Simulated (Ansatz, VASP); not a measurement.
One calculation of NbRu3, two programs

```
CELL_PARAMETERS angstrom
3.82756 0.00000 0.00000
0.00000 3.82756 0.00000
0.00000 0.00000 3.82756
ATOMIC_POSITIONS crystal
Nb 0.00000 0.00000 0.00000
Ru 0.00000 0.50000 0.50000
Ru 0.50000 0.00000 0.50000
Ru 0.50000 0.50000 0.00000
```

Change from the starting cell: volume scaled by 0.96.

Alike in both runs: task single point; functional LDA; k mesh 9 × 9 × 9; occupations fermi-dirac, width 0.05 eV; no spin polarisation.

|  | VASP | Ansatz |
| --- | --- | --- |
| version | VASP 6.6.1 | Ansatz 0.2.0 |
| potentials or method | VASP PAW LDA potentials, release 64 (Nb_sv, Ru_pv), cutoff 520 eV | all-electron LAPW, scalar-relativistic |

Ansatz gave:

| Property | Result |
| --- | --- |
| pressure (GPa) | 0.2 |

What did VASP give for the same quantities?

Pressure (GPa): 0.7.

LDA's correlation is that of Perdew and Zunger in VASP and of Perdew and Wang (1992) in Ansatz. Ansatz ran all-electron here, and VASP with PAW potentials.
